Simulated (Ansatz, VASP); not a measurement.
Given: the input of a run of Ansatz 0.2.0 on Tl.

Contents of input.yaml:

```yaml
crystal:
  lattice:
    - [3.456, 0.0, 0.0]
    - [-1.728, 2.9929837955, 0.0]
    - [0.0, 0.0, 5.525]
  atoms:
    - { symbol: Tl, position: [0.6666666667, 0.3333333333, 0.75] }
    - { symbol: Tl, position: [0.3333333333, 0.6666666667, 0.25] }
kpoints:
  mp_grid: { grid: [9, 9, 5] }
scf:
  occupations: { method: fermi_dirac, width: 0.05 }
hamiltonian:
  xc: pbesol
  pseudopotentials: { kind: all_electron, lapw: { basis_error: 0.001 } }
output:
  forces: true
  stress: true
  eigenvalues: true
  populations: true
```

Potentials or basis: all-electron LAPW, scalar-relativistic.

Command:

```sh
$ ansatz run input.yaml --threads 1 --pin off --max-ram 3072MiB --backend cpu --events-out ev --progress --plain --runs-dir out
```

Q: Set up the same calculation for VASP 6.6.1. Potentials there: VASP PAW PBE potentials, release 64 (Tl_d).

A: As run (the cutoff follows the program's own potentials):

The input INCAR:

```
SYSTEM = Tl
ALGO = Normal
EDIFF = 1E-6
ENCUT = 520
GGA = PS
ISIF = 2
ISMEAR = -1
LASPH = .True.
LCHARG = .False.
LREAL = .False.
LWAVE = .False.
NBANDS = 20
NELM = 100
PREC = Accurate
SIGMA = 0.05
```

Contents of KPOINTS:

```
k-points
0
Gamma
  9 9 5
  0 0 0
```

POSCAR

```
Tl
1.0
    3.4560000000      0.0000000000      0.0000000000
   -1.7280000000      2.9929837955      0.0000000000
    0.0000000000      0.0000000000      5.5250000000
Tl
2
Direct
    0.6666666667      0.3333333333      0.7500000000
    0.3333333333      0.6666666667      0.2500000000
```

Potentials or basis: VASP PAW PBE potentials, release 64 (Tl_d).

Command:

```console
$ cat potpaw_PBE.64/Tl_d/POTCAR > POTCAR
$ mpirun -np 1 vasp_std > vasp.out
```

Both were run:

|  | VASP | Ansatz | Ansatz less VASP |
| --- | --- | --- | --- |
| gap on the k mesh at the Fermi level (eV) | none | none | - |
| pressure (GPa) | 0.2 | 0.2 | +0.08 |
| traceless stress, the component that is largest in VASP (GPa) | 0.85 | 0.86 | +0.006 |

VASP's potentials were made for PBE, not for PBEsol. A gap of «none» marks a metal or a gap that the smearing closes. Ansatz ran all-electron here, and VASP with PAW potentials.

Spin-orbit coupling is off throughout.
